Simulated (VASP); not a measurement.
# C (Imma) in VASP: single point with r2SCAN

Aim: the single point of C with r2SCAN.

All numbers are computed with VASP 6.6.1; they aren't measurements. Logs are shortened: lines on timing, memory, paths and dates and some standing lists are left out, and cuts for length are marked.

### 1 The cell of the first run

The structure is orthorhombic, space group Imma (No. 74). The conventional cell has a = 2.518 Å, b = 2.518 Å, c = 3.560 Å, α = 90.00°, β = 90.00°, γ = 90.00°. C (site symmetry mm2) has 4 C at 1.39 to 1.73 Å within 1.9 Å.

### 2 Single point, r2SCAN (atom 1 (C) moved by (-0.300, +0.000) A along x and y)

Contents of POSCAR:

```
C
1.0
    0.0000000000      1.7801417069      1.7801417069
    1.7801417069      0.0000000000      1.7801417069
    1.7801417069      1.7801417069      0.0000000000
C
2
Direct
    0.5842629547      0.4157370453      0.4157370453
    0.7500000000      0.7500000000      0.7500000000
```

Contents of INCAR.step1:

```
PREC     = Accurate       # precision mode
ENCUT    = 520            # plane-wave cutoff, eV
ISMEAR   = 0              # smearing method
SIGMA    = 0.05           # smearing width, eV
LREAL    = F              # projectors in reciprocal space
LASPH    = T              # aspherical terms in the spheres
NELM     = 100            # most SCF steps
NBANDS   = 11             # bands
GGA      = PE             # functional
ALGO     = Normal         # electronic algorithm
EDIFF    = 1E-4           # SCF threshold, eV
LWAVE    = T              # write WAVECAR
LCHARG   = F              # write CHGCAR
```

Contents of INCAR.step2:

```
PREC     = Accurate       # precision mode
ENCUT    = 520            # plane-wave cutoff, eV
EDIFF    = 1E-6           # SCF threshold, eV
ISMEAR   = 0              # smearing method
SIGMA    = 0.05           # smearing width, eV
LREAL    = F              # projectors in reciprocal space
LASPH    = T              # aspherical terms in the spheres
NELM     = 100            # most SCF steps
ALGO     = Normal         # electronic algorithm
ISIF     = 2              # what is computed and relaxed
LWAVE    = F              # write WAVECAR
LCHARG   = F              # write CHGCAR
METAGGA  = R2SCAN         # meta-GGA
LMIXTAU  = T            
NBANDS   = 11             # bands
ISTART   = 1
```

Contents of KPOINTS:

```
regular mesh
0
Gamma
  12 12 12
```

Potentials or basis: VASP PAW PBE potentials, release 64 (C).

Run with:

```sh
> cat potpaw_PBE.64/C/POTCAR > POTCAR
> cp INCAR.step1 INCAR
> mpirun -np 1 vasp_std > vasp.out
> cp INCAR.step2 INCAR
> mpirun -np 1 vasp_std > vasp.out
```

OUTCAR:

```text
PREC = Accurate
   ENCUT = 520
   EDIFF = 1E-6
   ISMEAR = 0
   LREAL = F
   LASPH = T
   NELM = 100
   ISIF = 2
   METAGGA = R2SCAN
   ISTART = 1

 ion  position               nearest neighbor table
   1  0.584  0.416  0.416-   2 1.39   2 1.39   2 1.73   2 1.73
   2  0.750  0.750  0.750-   1 1.39   1 1.39   1 1.73   1 1.73

  LATTYP: Found a face centered cubic cell.
 ALAT       =     3.5602834138

  Lattice vectors:

 A1 = (   0.0000000000,   1.7801417069,   1.7801417069)
 A2 = (   1.7801417069,   0.0000000000,   1.7801417069)
 A3 = (   1.7801417069,   1.7801417069,   0.0000000000)

Analysis of symmetry for initial positions (statically):
=====================================================================
 Subroutine PRICEL returns:
 Original cell was already a primitive cell.

 Routine SETGRP: Setting up the symmetry group for a
 face centered cubic supercell.

 Subroutine GETGRP returns: Found  8 space group operations
 (whereof  4 operations were pure point group operations)
 out of a pool of 48 trial point group operations.

The static configuration has the point symmetry C_2v.
 The point group associated with its full space group is D_2h.

Analysis of symmetry for dynamics (positions and initial velocities):
=====================================================================
 Subroutine PRICEL returns:
 Original cell was already a primitive cell.

 Routine SETGRP: Setting up the symmetry group for a
 face centered cubic supercell.

 Subroutine GETGRP returns: Found  8 space group operations
 (whereof  4 operations were pure point group operations)
 out of a pool of 48 trial point group operations.

The dynamic configuration has the point symmetry C_2v.
 The point group associated with its full space group is D_2h.

 Subroutine INISYM returns: Found  8 space group operations
 (whereof  4 operations are pure point group operations),
 and found     1 'primitive' translations

----------------------------------------------------------------------------------------

                                     Primitive cell

  volume of cell :      11.2822

  direct lattice vectors                    reciprocal lattice vectors
     0.000000000  1.780141707  1.780141707    -0.280876516  0.280876516  0.280876516
     1.780141707  0.000000000  1.780141707     0.280876516 -0.280876516  0.280876516
     1.780141707  1.780141707  0.000000000     0.280876516  0.280876516 -0.280876516

  length of vectors
     2.517500545  2.517500545  2.517500545     0.486492396  0.486492396  0.486492396

  position of ions in fractional coordinates (direct lattice)
     0.584262955  0.415737045  0.415737045
     0.750000000  0.750000000  0.750000000

  ion indices of the primitive-cell ions
   primitive index   ion index
                 1           1
                 2           2

----------------------------------------------------------------------------------------

 KPOINTS: regular mesh

Automatic generation of k-mesh.
 Grid dimensions read from file:
 generate k-points for:   12   12   12

 Generating k-lattice:

  Cartesian coordinates                     Fractional coordinates (reciprocal lattice)
    -0.023406376  0.023406376  0.023406376     0.083333333  0.000000000  0.000000000
     0.023406376 -0.023406376  0.023406376     0.000000000  0.083333333  0.000000000
     0.023406376  0.023406376 -0.023406376     0.000000000  0.000000000  0.083333333

  Length of vectors
     0.040541033  0.040541033  0.040541033

  Shift w.r.t. Gamma in fractional coordinates (k-lattice)
     0.000000000  0.000000000  0.000000000

 Subroutine IBZKPT returns following result:
 ===========================================

 Found    280 irreducible k-points:

 Following reciprocal coordinates:
            Coordinates               Weight
  0.000000  0.000000  0.000000      1.000000
  0.083333  0.000000  0.000000      4.000000
  0.000000  0.083333  0.000000      4.000000
  0.166667  0.000000  0.000000      4.000000
  0.000000  0.166667  0.000000      4.000000
  0.250000  0.000000  0.000000      4.000000
[... 16 lines left out ...]
  0.166667 -0.083333 -0.083333      4.000000
  0.333333  0.083333  0.000000      8.000000
 [... further k-points ...]
   k-points           NKPTS =    280   k-points in BZ     NKDIM =    280   number of bands    NBANDS=     11
   number of dos      NEDOS =    301   number of ions     NIONS =      2
   total plane-waves  NPLWV =   8000
   dimension x,y,z NGX =    20 NGY =   20 NGZ =   20
   dimension x,y,z NGXF=    40 NGYF=   40 NGZF=   40
   ions per type =               2
   NGX,Y,Z   is equivalent  to a cutoff of  13.21, 13.21, 13.21 a.u.
   NGXF,Y,Z  is equivalent  to a cutoff of  26.41, 26.41, 26.41 a.u.
 SYSTEM =  unknown system
   PREC   = accura    normal or accurate (medium, high low for compatibility)
   ISTART =      1    job   : 0-new  1-cont  2-samecut
   ICHARG =      0    charge: 1-file 2-atom 10-const
   ISPIN  =      1    spin polarized calculation?
   LNONCOLLINEAR =      F non collinear calculations
   LSORBIT =      F    spin-orbit coupling
   LASPH  =      T    aspherical Exc in radial PAW
   ENCUT  =  520.0 eV  38.22 Ry    6.18 a.u.   4.68  4.68  4.68*2*pi/ulx,y,z
   NELM   =    100;   NELMIN=  2; NELMDL=  0     # of ELM steps
   EDIFF  = 0.1E-05   stopping-criterion for ELM
   LREAL  =      F    real-space projection
   EDIFFG = 0.1E-04   stopping-criterion for IOM
   NSW    =      0    number of steps for IOM
   IBRION =     -1    ionic relax: 0-MD 1-quasi-New 2-CG
   NFREE  =      0    steps in history (QN), initial steepest desc. (CG)
   ISIF   =      2    stress and relaxation
   ISYM   =      2    0-nonsym 1-usesym 2-fastsym
   POTIM  = 0.5000    time-step for ionic-motion
   TEBEG  =    0.0;   TEEND  =   0.0 temperature during run
   PSTRESS=    0.0 pullay stress
   NELECT =       8.0000    total number of electrons
   NUPDOWN=      -1.0000    fix difference up-down
   EMIN   =  10.00;   EMAX   =-10.00  energy-range for DOS
   EFERMI =   0.00;   METHOD = LEGACY
   ISMEAR =     0;   SIGMA  =   0.05  broadening in eV -4-tet -1-fermi 0-gaus
   EFERMI_NEDOS =   21; number of points for ismear=-14 and -15
   IALGO  =     38    algorithm
   IMIX   =      4    mixing-type and parameters
     AMIX     =   0.40;   BMIX     =  1.00
     AMIX_MAG =   1.60;   BMIX_MAG =  1.00
  volume/ion in A,a.u.               =       5.64        38.07
  Fermi-wavevector in a.u.,A,eV,Ry     =   1.459846  2.758708 28.996044  2.131149
  Thomas-Fermi vector in A             =   2.576365
   LORBIT       =      0    0 simple, 1 ext, 2 COOP (PROOUT), +10 PAW based schemes
   METAGGA = R2SCAN    functional components
   LHFCALC =     F    Hartree Fock is set to
   AEXX    =    0.0000 exact exchange contribution
   IVDW    =     0    specifies the selected vdW correction
   LEPSILON=     F    determine dielectric tensor
   LRPA    =     F    only Hartree local field effects (RPA)
 non-spin polarized calculation
 Gauss-broadening in eV      SIGMA  =   0.05
  energy-cutoff  :      520.00
  volume of cell :       11.28
 maximum number of plane-waves:       313
   NGX =  9   NGY =  9   NGZ =  9

 number of electron       8.0000000 magnetization

 Free energy of the ion-electron system (eV)
  ---------------------------------------------------
  ext. energy  EPLUGINS =         0.00000000
  ---------------------------------------------------
  free energy    TOTEN  =       -18.09140522 eV

  energy without entropy =      -18.09140402  energy(sigma->0) =      -18.09140462

 E-fermi :  12.6377     XC(G=0): -14.3003

 val. band max:       12.5373148661   @ k =   0.0000  -0.0833   0.0833
 cond. band min:      12.7457399569   @ k =   0.3333   0.3333   0.0000
 fundamental gap:      0.2084250908
 Fermi energy:        12.6376780617

 k-point     1 :       0.0000    0.0000    0.0000
  band No.  band energies     occupation
      1     -13.1404      2.00000
      2       5.0264      2.00000
      3      11.0858      2.00000
      4      11.9532      2.00000
      5      14.1568      0.00000
      6      14.5651      0.00000
      7      20.3744      0.00000
      8      23.3727      0.00000
      9      29.5499      0.00000
     10      35.2016      0.00000
     11      37.0500      0.00000

 k-point     2 :       0.0833    0.0000    0.0000
  band No.  band energies     occupation
      1     -12.9411      2.00000
      2       4.8982      2.00000
      3       9.3715      2.00000
      4      12.2512      2.00000
      5      13.1422      0.00000
      6      16.3351      0.00000
      7      20.6694      0.00000
      8      23.4679      0.00000
      9      29.9537      0.00000
     10      35.0044      0.00000
     11      35.5826      0.00000

 k-point     3 :       0.0000    0.0833    0.0000
  band No.  band energies     occupation
      1     -12.9430      2.00000
      2       4.5005      2.00000
      3      10.2924      2.00000
      4      11.5213      2.00000
      5      14.5779      0.00000
      6      14.9679      0.00000
      7      20.9835      0.00000
      8      23.6593      0.00000
      9      29.7142      0.00000
     10      33.6250      0.00000
     11      35.6750      0.00000

 k-point     4 :       0.1667    0.0000    0.0000
  band No.  band energies     occupation
      1     -12.3471      2.00000
      2       4.5691      2.00000
      3       6.4797      2.00000
      4      11.3252      2.00000
      5      13.6054      0.00000
      6      17.7798      0.00000
      7      21.3974      0.00000
      8      23.7500      0.00000
      9      30.8677      0.00000
     10      33.8964      0.00000
     11      34.4792      0.00000
[... 239 lines left out ...]
 k-point    22 :       0.0833    0.0000    0.2500
  band No.  band energies     occupation
      1     -11.5758      2.00000
      2       1.6034      2.00000
      3       7.1698      2.00000
      4      10.4762      2.00000
      5      14.4121      0.00000
      6      17.0987      0.00000
      7      23.5327      0.00000
      8      24.9273      0.00000
      9      30.5438      0.00000
     10      31.2796      0.00000
     11      34.0539      0.00000

 k-point    23 :       0.1667   -0.0833   -0.0833
  band No.  band energies     occupation
      1     -11.5584      2.00000
      2       3.7966      2.00000
      3       4.3455      2.00000
      4      10.2858      2.00000
      5      13.9648      0.00000
      6      18.7421      0.00000
      7      22.6982      0.00000
      8      24.0360      0.00000
      9      29.5890      0.00000
     10      33.2915      0.00000
     11      35.5694      0.00000

 k-point    24 :       0.3333    0.0833    0.0000
  band No.  band energies     occupation
      1     -10.3740      2.00000
      2       1.5495      2.00000
      3       3.5930      2.00000
      4       9.1294      2.00000
      5      14.4245      0.00000
      6      19.0720      0.00000
      7      22.5995      0.00000
      8      23.7672      0.00000
      9      32.3457      0.00000
     10      33.1608      0.00000
     11      35.6414      0.00000

 [... further k-points ...]
[... 5 lines left out ...]
  --------------------------------------------------------------------------------------
  -------------------------------------------------------------------------------------
  Total        1.5734647      2.4645302      2.4645302     -0.0000000     -0.5638393      0.0000000
  in kB      223.4466631    349.9862654    349.9862654     -0.0000000    -80.0704408      0.0000000
  external PRESSURE =     307.8063979 kB  Pullay stress =       0.0000000 kB

 VOLUME and BASIS-vectors are now :
 -----------------------------------------------------------------------------
  energy-cutoff  :      520.00
  volume of cell :       11.28
      direct lattice vectors                 reciprocal lattice vectors
     0.000000000  1.780141707  1.780141707    -0.280876516  0.280876516  0.280876516
     1.780141707  0.000000000  1.780141707     0.280876516 -0.280876516  0.280876516
     1.780141707  1.780141707  0.000000000     0.280876516  0.280876516 -0.280876516

 POSITION                                       TOTAL-FORCE (eV/Angst)
 -----------------------------------------------------------------------------------
      1.48014      1.78014      1.78014         9.230749      0.000000      0.000000
      2.67021      2.67021      2.67021        -9.230749     -0.000000     -0.000000
 -----------------------------------------------------------------------------------
    total drift:                                0.000010      0.000000      0.000000

  FREE ENERGIE OF THE ION-ELECTRON SYSTEM (eV)
  ---------------------------------------------------
  free  energy   TOTEN  =       -18.0914052226 eV

  energy  without entropy=      -18.0914040212  energy(sigma->0) =      -18.09140462
```

Run time: 48 s. Hardware: 1 thread of Intel Xeon 6975P-C (Granite Rapids), shared host; peak memory 0.14 GiB.

What came out:

```yaml
Free_energy: -18.0914 eV
Pressure: 30.8 GPa
Largest_force: 9.231 eV/Å
Band_gap_on_the_k_mesh: 0.21 eV, indirect (least direct gap 0.47 eV)
```

Forces in eV/Å, atoms in the order of the input:
```
C    9.231  0.000  0.000
C   -9.231  0.000  0.000
```

Levels at points of the mesh, in eV from the valence-band top:
```tsv
k point	band 2	band 3	band 4	band 5	band 6	band 7
(0.00, 0.00, 0.00)	-7.51	-1.45	-0.58	1.62	2.03	7.84
(0.50, 0.00, 0.00)	-15.87	-9.08	-2.72	0.96	6.52	10.01
(0.00, 0.50, 0.00)	-18.25	-6.87	-3.41	2.90	4.78	12.07
(0.50, 0.50, 0.00)	-17.00	-8.76	-8.76	0.71	0.71	17.44
(0.00, 0.50, 0.50)	-15.23	-11.55	-8.57	0.88	3.86	13.16
```

Caveat: the cell differs from its parent crystal (atom 1 (C) moved by (-0.300, +0.000) A along x and y); the PAW data sets were made with another functional, which shifts forces and pressure a little. A k mesh can miss the band edges.
